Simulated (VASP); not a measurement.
# Si24O47 (a cell with a defect) in VASP: a series of runs

Runs on Si24O47 (a cell with a defect). Level: PBEsol. Tasks: single point.

Everything below comes from runs of VASP 6.6.1. Logs are shortened: lines on timing, memory, paths and dates and some standing lists are left out, and cuts for length are marked.

### Step 1. The cell of the first run

The cell holds a defect, 71 atoms: a = 8.389 Å, b = 8.389 Å, c = 8.036 Å, α = 90.00°, β = 90.00°, γ = 90.00°.

### Step 2. Single point, PBEsol

INCAR

```
SYSTEM = Si24O47
ALGO = Normal
EDIFF = 1E-6
ENCUT = 520
GGA = PS
GGA_COMPAT = .False.
ISIF = 2
ISMEAR = -1
ISYM = -1
LASPH = .True.
LCHARG = .False.
LREAL = Auto
LWAVE = .False.
NBANDS = 230
NELM = 120
PREC = Accurate
SIGMA = 0.05
```

KPOINTS

```
explicit points
1
Reciprocal
  0.25000000   0.25000000   0.25000000 1
```

POSCAR

```
Si24O47
1.0
    8.3886930000      0.0000000000      0.0000000000
    0.0000000000      8.3886930000      0.0000000000
    0.0000000000      0.0000000000      8.0356430000
Si O
24 47
Direct
    0.0007200000      0.0002600000      0.0001900000
    0.0014700000      0.9996300000      0.3334300000
    0.0007200000      0.0002400000      0.6666800000
    0.9988800000      0.4982300000      0.9999500000
    0.0057600000      0.5050800000      0.3333400000
    0.9988400000      0.4981800000      0.6667400000
    0.5027600000      0.0020900000      0.0001500000
    0.4992600000      0.9985700000      0.3334100000
    0.5026500000      0.0020000000      0.6667300000
    0.5009000000      0.5000500000      0.0001900000
    0.5003200000      0.5008200000      0.3334100000
    0.5008900000      0.5000500000      0.6666800000
    0.2513700000      0.2485300000      0.1670400000
    0.2514000000      0.2485100000      0.4997600000
    0.2508100000      0.2501500000      0.8334100000
    0.2514100000      0.7507400000      0.1654600000
    0.2513900000      0.7507000000      0.5013400000
    0.2501900000      0.7495100000      0.8334000000
    0.7542700000      0.2536200000      0.1760500000
    0.7540100000      0.2533600000      0.4911100000
    0.7499000000      0.2492800000      0.8335100000
    0.7492100000      0.7506900000      0.1670300000
    0.7492000000      0.7507100000      0.4997700000
    0.7508100000      0.7501300000      0.8334100000
    0.1536400000      0.1530600000      0.9999000000
    0.1550200000      0.1516600000      0.3334100000
    0.1536600000      0.1530800000      0.6668800000
    0.1527100000      0.6520400000      0.0008300000
    0.1543600000      0.6537300000      0.3333800000
    0.1527200000      0.6520800000      0.6659200000
    0.6549900000      0.1543500000      0.0026500000
    0.6494900000      0.1488400000      0.3334300000
    0.6548300000      0.1542000000      0.6643900000
    0.6537100000      0.6529600000      0.9998900000
    0.6523400000      0.6543300000      0.3334300000
    0.6537300000      0.6530100000      0.6668900000
    0.3470500000      0.3473600000      0.0009700000
    0.3471800000      0.3471000000      0.3334100000
    0.3471900000      0.3473200000      0.6658500000
    0.3476300000      0.8469500000      0.9992800000
    0.3473500000      0.8466900000      0.3334300000
    0.3476300000      0.8469600000      0.6675800000
    0.8482100000      0.3476100000      0.0001600000
    0.5983300000      0.4047500000      0.4983000000
    0.8479900000      0.3473600000      0.6666300000
    0.8480100000      0.8463800000      0.0009700000
    0.8477500000      0.8465400000      0.3334300000
    0.8479700000      0.8465300000      0.6658500000
    0.0947500000      0.4008500000      0.1689500000
    0.0947300000      0.4008700000      0.4977800000
    0.0978000000      0.4028500000      0.8333100000
    0.0979700000      0.9025200000      0.1666200000
    0.0979500000      0.9025600000      0.5002300000
    0.0972000000      0.9026000000      0.8334100000
    0.5982800000      0.4048200000      0.1685400000
    0.5971500000      0.4029100000      0.8334600000
    0.5967100000      0.9019400000      0.1662100000
    0.5967100000      0.9019500000      0.5006100000
    0.5987900000      0.9040500000      0.8334600000
    0.4026100000      0.0960500000      0.1662100000
    0.4026100000      0.0960700000      0.5006200000
    0.4047000000      0.0981300000      0.8334600000
    0.4031900000      0.5973200000      0.1666200000
    0.4032000000      0.5972900000      0.5002200000
    0.4032200000      0.5965500000      0.8334200000
    0.9054700000      0.0976400000      0.1685400000
    0.9053900000      0.0976800000      0.4983000000
    0.9035600000      0.0965100000      0.8334500000
    0.9014900000      0.5941100000      0.1689600000
    0.9015000000      0.5940900000      0.4977800000
    0.9035000000      0.5971400000      0.8333100000
```

Potentials or basis: VASP PAW PBE potentials, release 64 (Si, O).

On the command line:

```console
$ cat potpaw_PBE.64/Si/POTCAR potpaw_PBE.64/O/POTCAR > POTCAR
$ mpirun -np 1 vasp_std > vasp.out
```

OUTCAR:

```text
SYSTEM = Si24O47
   EDIFF = 1E-6
   ENCUT = 520
   GGA = PS
   ISIF = 2
   ISMEAR = -1
   ISYM = -1
   LASPH = .True.
   LREAL = Auto
   NELM = 120
   PREC = Accurate

 ion  position               nearest neighbor table
   1  0.001  0.000  0.000-  68 1.76  54 1.77  52 1.77  66 1.77  25 1.81  46 1.82   2 2.68   3 2.68

   2  0.001  1.000  0.333-  66 1.76  67 1.76  53 1.76  52 1.77  26 1.81  47 1.82   1 2.68   3 2.68

   3  0.001  0.000  0.667-  68 1.76  54 1.77  53 1.77  67 1.77  27 1.81  48 1.82   2 2.68   1 2.68

   4  0.999  0.498  1.000-  71 1.77  51 1.77  49 1.78  69 1.78  43 1.79  28 1.82   6 2.68   5 2.68

   5  0.006  0.505  0.333-  49 1.75  50 1.75  69 1.75  70 1.75  29 1.76   4 2.68   6 2.68
   6  0.999  0.498  0.667-  51 1.77  71 1.77  50 1.78  70 1.78  45 1.79  30 1.83   4 2.68   5 2.68

   7  0.503  0.002  0.000-  57 1.76  60 1.76  59 1.77  62 1.77  31 1.81  40 1.84   8 2.68   9 2.68

   8  0.499  0.999  0.333-  58 1.77  57 1.77  60 1.77  61 1.77  32 1.78  41 1.80   7 2.68   9 2.68

   9  0.503  0.002  0.667-  61 1.76  58 1.76  62 1.77  59 1.77  33 1.81  42 1.84   8 2.68   7 2.68

  10  0.501  0.500  0.000-  56 1.76  65 1.77  63 1.77  55 1.77  34 1.81  37 1.82  11 2.68  12 2.68

  11  0.500  0.501  0.333-  55 1.75  44 1.76  64 1.77  63 1.77  35 1.81  38 1.82  10 2.68  12 2.68

  12  0.501  0.500  0.667-  56 1.76  65 1.77  64 1.77  44 1.77  36 1.81  39 1.82  11 2.68  10 2.68

  13  0.251  0.249  0.167-  26 1.76  37 1.76  38 1.77  25 1.77  60 1.80  49 1.83  14 2.67  15 2.68

  14  0.251  0.249  0.500-  26 1.76  39 1.76  38 1.77  27 1.77  61 1.80  50 1.83  13 2.67  15 2.68

  15  0.251  0.250  0.833-  25 1.77  27 1.77  37 1.77  39 1.77  51 1.81  62 1.81  13 2.68  14 2.68

  16  0.251  0.751  0.165-  40 1.76  41 1.77  28 1.77  29 1.77  63 1.81  52 1.81  18 2.67  17 2.70

  17  0.251  0.751  0.501-  42 1.76  41 1.77  30 1.77  29 1.77  64 1.81  53 1.81  18 2.67  16 2.70

  18  0.250  0.750  0.833-  42 1.76  40 1.76  28 1.77  30 1.77  65 1.82  54 1.82  17 2.67  16 2.67

  19  0.754  0.254  0.176-  32 1.77  43 1.80  66 1.82  55 1.82  31 1.82  20 2.53  21 2.75
  20  0.754  0.253  0.491-  32 1.77  45 1.80  67 1.82  44 1.82  33 1.82  19 2.53  21 2.75
  21  0.750  0.249  0.834-  31 1.77  33 1.77  45 1.78  43 1.78  56 1.82  68 1.82  20 2.75  19 2.75

  22  0.749  0.751  0.167-  35 1.76  46 1.76  47 1.77  34 1.77  57 1.80  69 1.83  23 2.67  24 2.68

  23  0.749  0.751  0.500-  35 1.76  48 1.76  47 1.77  36 1.77  58 1.80  70 1.83  22 2.67  24 2.68

  24  0.751  0.750  0.833-  36 1.77  34 1.77  46 1.77  48 1.77  71 1.81  59 1.81  22 2.68  23 2.68

  25  0.154  0.153  1.000-  13 1.77  15 1.77   1 1.81
  26  0.155  0.152  0.333-  14 1.76  13 1.76   2 1.81
  27  0.154  0.153  0.667-  14 1.77  15 1.77   3 1.81
  28  0.153  0.652  0.001-  16 1.77  18 1.77   4 1.82
  29  0.154  0.654  0.333-   5 1.76  16 1.77  17 1.77
  30  0.153  0.652  0.666-  17 1.77  18 1.77   6 1.83
[... 39 lines left out ...]
  70  0.901  0.594  0.498-   5 1.75   6 1.78  23 1.83
  71  0.904  0.597  0.833-   6 1.77   4 1.77  24 1.81

IMPORTANT INFORMATION: All symmetrisations will be switched off!
NOSYMM: (Re-)initialisation of all symmetry stuff for point group C_1.

----------------------------------------------------------------------------------------

                                     Primitive cell

  volume of cell :     565.4696

  direct lattice vectors                    reciprocal lattice vectors
     8.388693000  0.000000000  0.000000000     0.119208082  0.000000000  0.000000000
     0.000000000  8.388693000  0.000000000     0.000000000  0.119208082  0.000000000
     0.000000000  0.000000000  8.035643000     0.000000000  0.000000000  0.124445548

  length of vectors
     8.388693000  8.388693000  8.035643000     0.119208082  0.119208082  0.124445548

  position of ions in fractional coordinates (direct lattice)
     0.000720000  0.000260000  0.000190000
     0.001470000  0.999630000  0.333430000
     0.000720000  0.000240000  0.666680000
     0.998880000  0.498230000  0.999950000
[... 50 lines left out ...]
   TEBEG  =    0.0;   TEEND  =   0.0 temperature during run
   PSTRESS=    0.0 pullay stress
   NELECT =     378.0000    total number of electrons
   NUPDOWN=      -1.0000    fix difference up-down
   EMIN   =  10.00;   EMAX   =-10.00  energy-range for DOS
   EFERMI =   0.00;   METHOD = LEGACY
   ISMEAR =    -1;   SIGMA  =   0.05  broadening in eV -4-tet -1-fermi 0-gaus
   EFERMI_NEDOS =   21; number of points for ismear=-14 and -15
   IALGO  =     38    algorithm
   IMIX   =      4    mixing-type and parameters
     AMIX     =   0.40;   BMIX     =  1.00
     AMIX_MAG =   1.60;   BMIX_MAG =  1.00
  volume/ion in A,a.u.               =       7.96        53.75
  Fermi-wavevector in a.u.,A,eV,Ry     =   1.431426  2.705004 27.878086  2.048982
  Thomas-Fermi vector in A             =   2.551164
   LORBIT       =      0    0 simple, 1 ext, 2 COOP (PROOUT), +10 PAW based schemes
   GGA     = PS    functional components
   LHFCALC =     F    Hartree Fock is set to
   AEXX    =    0.0000 exact exchange contribution
   IVDW    =     0    specifies the selected vdW correction
   LEPSILON=     F    determine dielectric tensor
   LRPA    =     F    only Hartree local field effects (RPA)
 non-spin polarized calculation
  energy-cutoff  :      520.00
  volume of cell :      565.47
 maximum number of plane-waves:     15222
 NGX is ok and might be reduce to    64
   NGX = 31   NGY = 31   NGZ = 29

 number of electron     377.9999821 magnetization

 Free energy of the ion-electron system (eV)
  ---------------------------------------------------
  ext. energy  EPLUGINS =         0.00000000
  ---------------------------------------------------
  free energy    TOTEN  =      -576.18978125 eV

  energy without entropy =     -576.18978125  energy(sigma->0) =     -576.18978125

 E-fermi :  10.1305     XC(G=0): -12.4051

 val. band max:        8.8942212220   @ k =   0.2500   0.2500   0.2500
 cond. band min:      13.0839592148   @ k =   0.2500   0.2500   0.2500
 fundamental gap:      4.1897379928
 Fermi energy:        10.1304897703

 k-point     1 :       0.2500    0.2500    0.2500
  band No.  band energies     occupation
      1     -14.2668      2.00000
      2     -13.7031      2.00000
      3     -13.6275      2.00000
      4     -13.5340      2.00000
      5     -13.1492      2.00000
      6     -13.0640      2.00000
[... 193 lines left out ...]
    200      15.7249      0.00000
    201      15.7275      0.00000
 [bands above 201 left out]

------------------------ aborting loop because EDIFF is reached ----------------------------------------

  FORCE on cell =-STRESS in cart. coord.  units (eV):
  Direction    XX          YY          ZZ          XY          YZ          ZX
  --------------------------------------------------------------------------------------
  -------------------------------------------------------------------------------------
  Total        1.4989934      1.4972548     -1.6953870     -1.3365034      0.0636896      0.0653140
  in kB        4.2471840      4.2422578     -4.8036371     -3.7867918      0.1804554      0.1850579
  external PRESSURE =       1.2286016 kB  Pullay stress =       0.0000000 kB

 VOLUME and BASIS-vectors are now :
 -----------------------------------------------------------------------------
  energy-cutoff  :      520.00
  volume of cell :      565.47
      direct lattice vectors                 reciprocal lattice vectors
     8.388693000  0.000000000  0.000000000     0.119208082  0.000000000  0.000000000
     0.000000000  8.388693000  0.000000000     0.000000000  0.119208082  0.000000000
     0.000000000  0.000000000  8.035643000     0.000000000  0.000000000  0.124445548

 POSITION                                       TOTAL-FORCE (eV/Angst)
 -----------------------------------------------------------------------------------
      0.00604      0.00218      0.00153        -0.001477      0.004531      0.000708
      0.01233      8.38559      2.67932         0.004426     -0.008004     -0.003763
      0.00604      0.00201      5.35720        -0.004572      0.006133     -0.002298
      8.37930      4.17950      8.03524         0.003592      0.001974      0.000989
      0.04832      4.23696      2.67860        -0.019715     -0.011990      0.008720
      8.37896      4.17908      5.35768         0.004269      0.004699     -0.002049
[... 63 lines left out ...]
      7.56241      4.98364      3.99998        -0.022101      0.028256      0.007502
      7.57918      5.00922      6.69618        -0.025489      0.025818      0.000562
 -----------------------------------------------------------------------------------
    total drift:                               -0.042974      0.012359     -0.003580

  FREE ENERGIE OF THE ION-ELECTRON SYSTEM (eV)
  ---------------------------------------------------
  free  energy   TOTEN  =      -576.1897812467 eV

  energy  without entropy=     -576.1897812467  energy(sigma->0) =     -576.18978125
```

Wall time 7.1 min (1 thread of Intel Xeon 8259CL, shared host); peak memory 0.55 GiB.

Results:

```yaml
Free_energy: -576.1898 eV
Pressure: 0.1 GPa
Largest_force: 0.047 eV/Å
Band_gap_on_the_k_mesh: 4.19 eV
```

Forces in eV/Å, atoms in the order of the input:
```
Si  -0.001  0.005  0.001
Si   0.004 -0.008 -0.004
Si  -0.005  0.006 -0.002
Si   0.004  0.002  0.001
Si  -0.020 -0.012  0.009
Si   0.004  0.005 -0.002
Si  -0.007 -0.007  0.004
Si  -0.009 -0.005  0.000
Si   0.001 -0.002 -0.004
Si   0.005  0.002  0.001
Si  -0.013  0.003  0.001
Si   0.005 -0.001 -0.003
Si  -0.005 -0.002 -0.002
Si  -0.004  0.004  0.004
Si   0.001  0.001  0.001
Si  -0.004 -0.004  0.011
Si  -0.002  0.002 -0.014
Si   0.001  0.005  0.003
Si   0.008  0.007  0.011
Si   0.019  0.018 -0.016
Si   0.003 -0.004 -0.002
Si  -0.002 -0.004  0.001
Si   0.003 -0.002  0.005
Si   0.002  0.004  0.001
O   -0.029 -0.023  0.003
O   -0.029 -0.018 -0.001
O   -0.028 -0.023 -0.001
O   -0.026 -0.022 -0.001
O   -0.006 -0.007 -0.001
O   -0.026 -0.026  0.000
O   -0.017 -0.019  0.010
O   -0.022 -0.023  0.005
O   -0.011 -0.014 -0.018
O   -0.024 -0.025  0.003
O   -0.020 -0.026 -0.005
O   -0.028 -0.029 -0.002
O    0.021  0.024 -0.001
O    0.029  0.028  0.001
O    0.025  0.025  0.001
O    0.030  0.035 -0.007
O    0.025  0.028  0.000
O    0.028  0.031  0.005
O    0.021  0.017  0.007
O    0.025 -0.029  0.002
O    0.012  0.012 -0.003
O    0.024  0.023  0.000
O    0.026  0.027 -0.002
O    0.025  0.026  0.001
O    0.026 -0.032 -0.006
O    0.035 -0.030  0.008
O    0.024 -0.026  0.001
O    0.022 -0.025 -0.002
O    0.023 -0.029  0.002
O    0.026 -0.028  0.001
O    0.026 -0.022 -0.002
O    0.023 -0.023 -0.002
O    0.027 -0.022  0.004
O    0.023 -0.020  0.000
O    0.022 -0.028 -0.002
O   -0.021  0.025  0.004
O   -0.018  0.019 -0.005
O   -0.027  0.020 -0.001
O   -0.027  0.020  0.000
O   -0.026  0.019  0.000
O   -0.025  0.023 -0.002
O   -0.019  0.023 -0.004
O   -0.025  0.026  0.004
O   -0.026  0.027  0.002
O   -0.027  0.021 -0.006
O   -0.022  0.028  0.008
O   -0.025  0.026  0.001
```

Stress tensor (GPa, compression positive):
```
 0.42 -0.38  0.02
-0.38  0.42  0.02
 0.02  0.02 -0.48
```

Levels at points of the mesh, in eV from the valence-band top:
| k point | band 185 | band 186 | band 187 | band 188 | band 189 | band 190 | band 191 | band 192 | band 193 | band 194 |
| --- | --- | --- | --- | --- | --- | --- | --- | --- | --- | --- |
| (0.25, 0.25, 0.25) | -1.99 | -1.91 | -1.82 | -1.31 | 0.00 | 4.19 | 4.36 | 5.40 | 6.04 | 6.23 |

Caveat: the PAW data sets were made with another functional, which shifts forces and pressure a little.

(Continued in part 2 of 2.)
